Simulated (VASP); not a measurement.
Crystal: ScAl3N4.

```
Sc Al N
1.0
    -3.22150    0.00000    0.00000
     0.00000    5.57980    0.00000
     1.61075   -2.78990   -5.06150
Sc Al N
1 3 4
Direct
  0.00000 0.33333 0.00000
  0.50000 0.83333 0.00000
  0.75000 0.41667 0.50000
  0.25000 0.91667 0.50000
  0.75000 0.08333 0.50000
  0.25000 0.58333 0.50000
  0.50000 0.16667 0.00000
  0.00000 0.66667 0.00000
```

* Program: VASP 6.6.1
* Task: relaxation of cell and atoms
* Functional: r2SCAN
* Potentials or basis: VASP PAW PBE potentials, release 64 (Sc_sv, Al, N)
* Cutoff: 600 eV
* k mesh: 6 × 6 × 6
* Occupations: gaussian, width 0.1 eV
* Spin: no spin polarisation

At the start: pressure 8.2 GPa; volume 11.37 Å³/atom.

Problem. Where does the relaxation end?

Solution. Over 15 steps the energy falls by 264.4 meV/atom and the volume is 10.66 Å³/atom (-6.3 %); space group Imm2 (No. 44, to 0.1 Å) before and after.

Step by step:
| step | energy change (eV) | largest force (eV/Å) | pressure (GPa) | volume (Å³) |
| --- | --- | --- | --- | --- |
| 1 | 0.0000 | 4.9130 | 8.15 | 90.98 |
| 2 | -0.5841 | 4.4353 | -16.45 | 98.38 |
| 3 | -1.0767 | 0.6979 | -9.11 | 95.17 |
| 4 | -1.6740 | 1.4080 | -2.20 | 88.37 |
| 5 | -1.7672 | 1.8666 | 2.38 | 85.59 |
| 6 | -2.0045 | 1.2969 | 3.29 | 84.16 |
| 7 | -2.0060 | 1.2375 | 3.07 | 84.26 |
| 8 | -2.0939 | 0.2907 | -2.82 | 86.41 |
| 9 | -2.0952 | 0.2721 | -2.23 | 86.17 |
| 10 | -2.1120 | 0.1100 | 0.76 | 84.87 |
| 11 | -2.1129 | 0.1247 | 0.19 | 85.10 |
| 12 | -2.1142 | 0.0960 | 0.02 | 85.18 |
| 13 | -2.1144 | 0.1359 | -0.10 | 85.24 |
| 14 | -2.1151 | 0.0546 | -0.07 | 85.24 |
| 15 | -2.1152 | 0.0404 | -0.04 | 85.24 |

Final structure:
```
CELL_PARAMETERS angstrom
-3.39253 0.00000 0.00000
0.00000 5.96713 0.00000
1.69627 -2.98356 -4.21088
ATOMIC_POSITIONS crystal
Sc 0.00000 0.33194 0.00000
Al 0.50000 0.83623 0.00000
Al 0.75414 0.42055 0.50829
Al 0.24586 0.91227 0.49171
N 0.74219 0.07628 0.48438
N 0.25781 0.59189 0.51562
N 0.50000 0.14784 0.00000
N 0.00000 0.68299 0.00000
```

Caveat: the PAW data sets were made with another functional, which shifts forces and pressure a little; the relaxation stopped at a loose force limit of 0.05 eV/Å, so its end isn't a converged minimum.
